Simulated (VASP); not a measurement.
Set up this calculation in VASP 6.6.1, as the native input.

```yaml
Task: single point
Functional: BLYP
Potentials_or_basis: VASP PAW PBE potentials, release 64 (Ni, Si)
Cutoff: 520 eV
k_mesh: 9 × 9 × 9
Occupations: fermi-dirac, width 0.05 eV
Spin: collinear spin, ferromagnetic start
Starting_moments: "[1.0, 0.0, 0.0] μB"
Dipole_correction: no
Further_INCAR_settings: ALGO = Normal; EDIFF = 1e-07; NBANDS = 20
```

The structure of Si2Ni lies in POSCAR:

```
Si2Ni
1.0
    0.0000000000      2.7738753705      2.7738753705
    2.7738753705      0.0000000000      2.7738753705
    2.7738753705      2.7738753705      0.0000000000
Ni Si
1 2
Direct
    0.0000000000      0.0000000000      0.0000000000
    0.7500000000      0.7500000000      0.7500000000
    0.2500000000      0.2500000000      0.2500000000
```

These files were run (other wordings do the same):

INCAR

```
SYSTEM = Si2Ni
  AGGAC = 1.0
  AGGAX = 1.0
  ALDAC = 0.0
  ALDAX = 1.0
  ALGO = Normal
  EDIFF = 1E-7
  ENCUT = 520
  GGA = B5
  ISIF = 2
  ISMEAR = -1
  ISPIN = 2
  LASPH = .True.
  LCHARG = .True.
  LELF = .True.
  LMAXMIX = 4
  LORBIT = 11
  LREAL = .False.
  LVHAR = .True.
  LWAVE = .False.
  MAGMOM = 1 0 0
  NBANDS = 20
  NELM = 150
  PREC = Accurate
  SIGMA = 0.05
```

KPOINTS

```
k-points
0
Gamma
  9 9 9
  0 0 0
```

Potentials or basis: VASP PAW PBE potentials, release 64 (Ni, Si).

The run is started by

```sh
$ cat potpaw_PBE.64/Ni/POTCAR potpaw_PBE.64/Si/POTCAR > POTCAR
$ mpirun -np 1 vasp_std > vasp.out
```

It gave:

* Pressure: 0.4 GPa
* Band gap on the k mesh: zero (filled and empty bands overlap)
* Net moment: 0.00 μB per cell
* Valence electrons inside the program's atomic spheres: Ni 9.65; Si 1.57

Caveat: the PAW data sets were made with another functional, which shifts forces and pressure a little.

It took 110 s on 1 thread of Intel(R) Xeon(R) Platinum 8259CL CPU @ 2.50GHz (Skylake/Cascade Lake), on a shared host, peak memory 0.21 GiB.
